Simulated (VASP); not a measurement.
# Si (C2) in VASP: notebook, part 2 of 2

VASP 6.6.1.

## Step 4: Single point, PBE

Input file INCAR:

```
  ALGO = Normal
  EDIFF = 1E-6
  ENCUT = 520
  GGA = PE
  ISIF = 2
  ISMEAR = 0
  LASPH = True
  LCHARG = False
  LREAL = False
  LWAVE = False
  NBANDS = 26
  NELM = 80
  PREC = Accurate
  SIGMA = 0.05
```

Input file KPOINTS:

```
k-points
0
Gamma
  10 10 3
```

Input file POSCAR:

```
Si
1.0
   -3.8510822046      0.0000000000      0.0000000000
   -1.9255411023     -3.3351350213      0.0000000000
   -0.1604617585     -0.2779279184     12.7293621948
Si
8
Direct
    0.3333333333      0.2577944970      0.9064660365
    0.3333333333      0.2994611636      0.4064660365
    0.6666666667      0.6536278303      0.1564660365
    0.6666666667      0.6119611636      0.6564660365
    0.3333333333      0.3255388364      0.0935339635
    0.3333333333      0.2838721697      0.5935339635
    0.6666666667      0.6380388364      0.3435339635
    0.6666666667      0.5963721697      0.8435339635
```

Potentials or basis: VASP PAW PBE potentials, release 64 (Si).

On the command line:

```console
$ cat potpaw_PBE.64/Si/POTCAR > POTCAR
$ mpirun -np 1 vasp_std > vasp.out
```

OUTCAR:

```text
EDIFF = 1E-6
   ENCUT = 520
   GGA = PE
   ISIF = 2
   ISMEAR = 0
   LASPH = True
   LREAL = False
   NELM = 80
   PREC = Accurate

 ion  position               nearest neighbor table
   1  0.333  0.258  0.906-   8 2.36   8 2.36   8 2.36   5 2.40
   2  0.333  0.299  0.406-   7 2.36   7 2.36   7 2.36   6 2.38
   3  0.667  0.654  0.156-   5 2.36   5 2.36   5 2.36   7 2.38
   4  0.667  0.612  0.656-   6 2.36   6 2.36   6 2.36   8 2.38
   5  0.333  0.326  0.094-   3 2.36   3 2.36   3 2.36   1 2.40
   6  0.333  0.284  0.594-   4 2.36   4 2.36   4 2.36   2 2.38
   7  0.667  0.638  0.344-   2 2.36   2 2.36   2 2.36   3 2.38
   8  0.667  0.596  0.844-   1 2.36   1 2.36   1 2.36   4 2.38

  LATTYP: Found a base centered monoclinic cell.
 ALAT       =     3.8510822046
 B/A-ratio  =     1.7320508076
 C/A-ratio  =     3.3064490244
 COS(beta)  =    -0.0252032718

  Lattice vectors:

 A1 = (   3.8510822046,   0.0000000000,   0.0000000000)
 A2 = (  -1.9255411023,   3.3351350213,   0.0000000000)
 A3 = (  -0.1604617585,  -0.2779279184,  12.7293621948)

Analysis of symmetry for initial positions (statically):
=====================================================================
 Subroutine PRICEL returns:
 Original cell was already a primitive cell.

 Routine SETGRP: Setting up the symmetry group for a
 base centered monoclinic supercell.

 Subroutine GETGRP returns: Found  2 space group operations
 (whereof  1 operations were pure point group operations)
 out of a pool of  4 trial point group operations.

The static configuration has the point symmetry C_1 .
 The point group associated with its full space group is C_2 .

Analysis of symmetry for dynamics (positions and initial velocities):
[... 146 lines left out ...]
  Fermi-wavevector in a.u.,A,eV,Ry     =   0.950511  1.796206 12.292475  0.903471
  Thomas-Fermi vector in A             =   2.078895
   LORBIT       =      0    0 simple, 1 ext, 2 COOP (PROOUT), +10 PAW based schemes
   GGA     = PE    functional components
   LHFCALC =     F    Hartree Fock is set to
   AEXX    =    0.0000 exact exchange contribution
   IVDW    =     0    specifies the selected vdW correction
   LEPSILON=     F    determine dielectric tensor
   LRPA    =     F    only Hartree local field effects (RPA)
 non-spin polarized calculation
 Gauss-broadening in eV      SIGMA  =   0.05
  energy-cutoff  :      520.00
  volume of cell :      163.49
 maximum number of plane-waves:      4440
 NGX is ok and might be reduce to    30
   NGX = 15   NGY = 15   NGZ = 47

 number of electron      32.0000001 magnetization

 Free energy of the ion-electron system (eV)
  ---------------------------------------------------
  ext. energy  EPLUGINS =         0.00000000
  ---------------------------------------------------
  free energy    TOTEN  =       -43.26107889 eV

  energy without entropy =      -43.26107889  energy(sigma->0) =      -43.26107889

 E-fermi :   6.1147     XC(G=0):  -9.3274

 val. band max:        5.8730660778   @ k =   0.0000   0.0000   0.0000
 cond. band min:       6.3232691948   @ k =   0.0000   0.5000   0.0000
 fundamental gap:      0.4502031170
 Fermi energy:         6.1147172733

 k-point     1 :       0.0000    0.0000    0.0000
  band No.  band energies     occupation
      1      -6.2087      2.00000
      2      -5.4351      2.00000
      3      -5.4294      2.00000
      4      -3.9687      2.00000
      5      -1.2488      2.00000
      6       1.6724      2.00000
[... 685 lines left out ...]
     25       9.8048      0.00000
     26      10.8489      0.00000

 [... further k-points ...]

------------------------ aborting loop because EDIFF is reached ----------------------------------------

  FORCE on cell =-STRESS in cart. coord.  units (eV):
  Direction    XX          YY          ZZ          XY          YZ          ZX
  --------------------------------------------------------------------------------------
  -------------------------------------------------------------------------------------
  Total       -0.0588113     -0.1290223     -0.3025888     -0.0608045      0.9465920      0.5465151
  in kB       -0.5763263     -1.2643649     -2.9652446     -0.5958589      9.2762096      5.3556221
  external PRESSURE =      -1.6019786 kB  Pullay stress =       0.0000000 kB

 VOLUME and BASIS-vectors are now :
 -----------------------------------------------------------------------------
  energy-cutoff  :      520.00
  volume of cell :      163.49
      direct lattice vectors                 reciprocal lattice vectors
    -3.851082205  0.000000000  0.000000000    -0.259667269  0.149918968  0.000000000
    -1.925541102 -3.335135021  0.000000000     0.000000000 -0.299837936 -0.006546544
    -0.160461758 -0.277927918 12.729362195     0.000000000  0.000000000  0.078558531

 POSITION                                       TOTAL-FORCE (eV/Angst)
 -----------------------------------------------------------------------------------
     -1.92554     -1.11171     11.53873        -0.138009     -0.264267      0.124954
     -1.92554     -1.11171      5.17405        -0.002785     -0.005526     -0.000250
     -3.85108     -2.22342      1.99171        -0.036732     -0.043881     -0.002759
     -3.85108     -2.22342      8.35639        -0.031090     -0.047659     -0.005332
     -1.92554     -1.11171      1.19063         0.159857      0.251653     -0.124954
     -1.92554     -1.11171      7.55531         0.003393      0.005175      0.000250
     -3.85108     -2.22342      4.37297         0.025729      0.050754      0.005332
     -3.85108     -2.22342     10.73765         0.019636      0.053751      0.002759
 -----------------------------------------------------------------------------------
    total drift:                                0.000002     -0.000001     -0.000000

  FREE ENERGIE OF THE ION-ELECTRON SYSTEM (eV)
  ---------------------------------------------------
  free  energy   TOTEN  =       -43.2610788873 eV

  energy  without entropy=      -43.2610788873  energy(sigma->0) =      -43.26107889
```

OSZICAR:

```text
N       E                     dE             d eps       ncg     rms          rms(c)
DAV:   1     0.673411600509E+02    0.67341E+02   -0.11991E+04  4472   0.101E+03
DAV:   2    -0.385599456936E+02   -0.10590E+03   -0.98126E+02  5764   0.148E+02
DAV:   3    -0.438499921270E+02   -0.52900E+01   -0.52118E+01  5926   0.304E+01
DAV:   4    -0.439433964676E+02   -0.93404E-01   -0.93135E-01  5630   0.506E+00
DAV:   5    -0.439455688334E+02   -0.21724E-02   -0.21704E-02  5870   0.709E-01    0.949E+00
DAV:   6    -0.434739541803E+02    0.47161E+00   -0.22105E-01  5148   0.180E+00    0.578E+00
DAV:   7    -0.432560594364E+02    0.21789E+00   -0.48658E-01  5032   0.277E+00    0.344E-01
DAV:   8    -0.432597064807E+02   -0.36470E-02   -0.32245E-02  5220   0.767E-01    0.156E-01
DAV:   9    -0.432607154265E+02   -0.10089E-02   -0.14278E-03  5834   0.187E-01    0.119E-01
DAV:  10    -0.432610178020E+02   -0.30238E-03   -0.28697E-04  5068   0.714E-02    0.260E-02
DAV:  11    -0.432610739863E+02   -0.56184E-04   -0.62382E-05  5300   0.379E-02    0.140E-02
DAV:  12    -0.432610784224E+02   -0.44360E-05   -0.50713E-06  5612   0.107E-02    0.691E-03
DAV:  13    -0.432610788873E+02   -0.46490E-06   -0.18026E-06  4384   0.592E-03
   1 F= -.43261079E+02 E0= -.43261079E+02  d E =-.563675E-11
```

stdout:

```text
POSCAR found type information on POSCAR Si
 POSCAR found :  1 types and       8 ions
 scaLAPACK will be used
 LDA part: xc-table for (Slater+PW92), standard interpolation
 POSCAR, INCAR and KPOINTS ok, starting setup
 FFT: planning ... GRIDC
 FFT: planning ... GRID_SOFT
 FFT: planning ... GRID
 WAVECAR not read
 entering main loop
```

It took 3.3 min on 1 thread of Intel Xeon 6975P-C (Granite Rapids), shared host; peak memory 0.42 GiB.

What came out:

```yaml
Free_energy: -43.2611 eV
Pressure: -0.2 GPa
Largest_force: 0.323 eV/Å
Band_gap_on_the_k_mesh: 0.45 eV, indirect (least direct gap 1.01 eV)
```

Forces on the atoms (eV/Å):
```
Si  -0.138 -0.264  0.125
Si  -0.003 -0.006  0.000
Si  -0.037 -0.044 -0.003
Si  -0.031 -0.048 -0.005
Si   0.160  0.252 -0.125
Si   0.003  0.005  0.000
Si   0.026  0.051  0.005
Si   0.020  0.054  0.003
```

Stress tensor (GPa, compression positive):
```
-0.06 -0.06  0.54
-0.06 -0.13  0.93
 0.54  0.93 -0.30
```

A k mesh can miss the band edges. As with any semilocal functional, this PBE gap is likely too small.

## Step 5: Overview

| cell | gap on the mesh (eV) | pressure (GPa) | largest force (eV/Å) |
| --- | --- | --- | --- |
| a = 3.851, b = 3.851, c = 12.746 Å, angles 87.1, 88.6, 60.0°, 8 atoms | 0.44 | -0.4 | 0.76 |
| a = 3.851, b = 3.851, c = 12.766 Å, angles 85.7, 87.8, 60.0°, 8 atoms | 0.24 | -0.7 | 1.17 |
| a = 3.851, b = 3.851, c = 12.733 Å, angles 88.6, 89.3, 60.0°, 8 atoms | 0.45 | -0.2 | 0.32 |

Alike in all rows: task single point; level PBE; potentials or basis VASP PAW PBE potentials, release 64 (Si); no spin polarisation; k mesh 10 × 10 × 3; cutoff (eV) 520; smearing gaussian 0.05 eV.

Caveats: forces of over 1 eV/Å act on the atoms, so gaps and moduli don't describe the material at rest (some runs).

Absolute energies hang on the potentials; compare differences alone.
